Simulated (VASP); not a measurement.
**Na: single point with PBEsol**

Na:

```
CELL_PARAMETERS angstrom
3.58724 0.00000 0.00000
-1.79362 3.10664 0.00000
0.00000 0.00000 6.04495
ATOMIC_POSITIONS crystal
Na 0.33333 0.66667 0.22563
Na 0.66667 0.33333 0.77437
```

This cell differs from its parent crystal: strained and its atoms moved.

```
Program                : VASP 6.6.1
Task                   : single point
Functional             : PBEsol
Potentials or basis    : VASP PAW PBE potentials, release 64 (Na_pv)
Cutoff                 : 520 eV
k mesh                 : 12 × 12 × 6
Occupations            : gaussian, width 0.1 eV
Spin                   : no spin polarisation
Dipole correction      : no
Further INCAR settings : ALGO = Normal; EDIFF = 1e-07; NBANDS = 14
```

```json
{
 "Pressure": "0.9 GPa",
 "Largest force": "0.262 eV/Å",
 "Band gap on the k mesh": "zero (band 7 reaches 2.72 eV, above the bottom of band 8 at -1.64 eV)"
}
```

Forces in eV/Å, atoms in the order of the input:
```
Na   0.000  0.000  0.262
Na   0.000  0.000 -0.262
```

Stress tensor (GPa, compression positive):
```
1.01 0.00 0.00
0.00 1.01 0.00
0.00 0.00 0.67
```

Levels at points of the mesh, in eV from the Fermi level:
| k point | band 5 | band 6 | band 7 | band 8 | band 9 | band 10 |
| --- | --- | --- | --- | --- | --- | --- |
| (0.00, 0.00, 0.00) | -24.69 | -24.69 | -3.46 | 0.47 | 0.90 | 10.79 |
| (0.50, 0.00, 0.00) | -24.70 | -24.69 | 0.32 | 0.52 | 3.99 | 4.11 |
| (0.00, 0.00, 0.50) | -24.69 | -24.69 | -2.59 | -2.20 | 5.51 | 5.54 |
| (0.50, 0.00, 0.50) | -24.70 | -24.70 | 1.03 | 1.19 | 1.75 | 1.84 |

Wall time 49 s on 1 thread of Intel(R) Xeon(R) Platinum 8488C (Sapphire Rapids) (shared host), peak memory 0.21 GiB.

Caveat: the cell differs from its parent crystal (strained and its atoms moved); the PAW data sets were made with another functional, which shifts forces and pressure a little.
